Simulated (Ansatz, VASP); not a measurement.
## Two plane-wave programs on InSb3

```xyz
4
Lattice="0.0000 3.7803 3.7803 3.7803 0.0000 3.7803 3.7803 3.7803 0.0000" Properties=species:S:1:pos:R:3 pbc="T T T"
In    0.0000    0.0000    0.0000
Sb    1.8901    1.8901    1.8901
Sb    5.6704    5.6704    5.6704
Sb    3.7803    3.7803    3.7803
```

Alike in both runs: task single point; functional PBEsol; dispersion D3(BJ); k mesh 10 × 10 × 10; occupations gaussian, width 0.1 eV; no spin polarisation.

|  | VASP | Ansatz |
| --- | --- | --- |
| version | VASP 6.6.1 | Ansatz 0.2.0 |
| potentials or method | VASP PAW PBE potentials, release 64 (In_d, Sb), cutoff 500 eV | scalar-relativistic, plane waves, PAW |
| valence electrons in the cell | 28 | 58 |

|  | VASP | Ansatz | Ansatz less VASP |
| --- | --- | --- | --- |
| gap on the k mesh at the Fermi level (eV) | none | none | - |
| pressure (GPa) | -5.4 | -5.4 | 0.00 |

VASP's potentials were made for PBE, not for PBEsol. A gap of «none» marks a metal or a gap that the smearing closes. VASP's potentials hold 28 valence electrons a cell and Ansatz's 58, so a difference there can come from the potentials and not from the codes.

Spin-orbit coupling is off throughout.
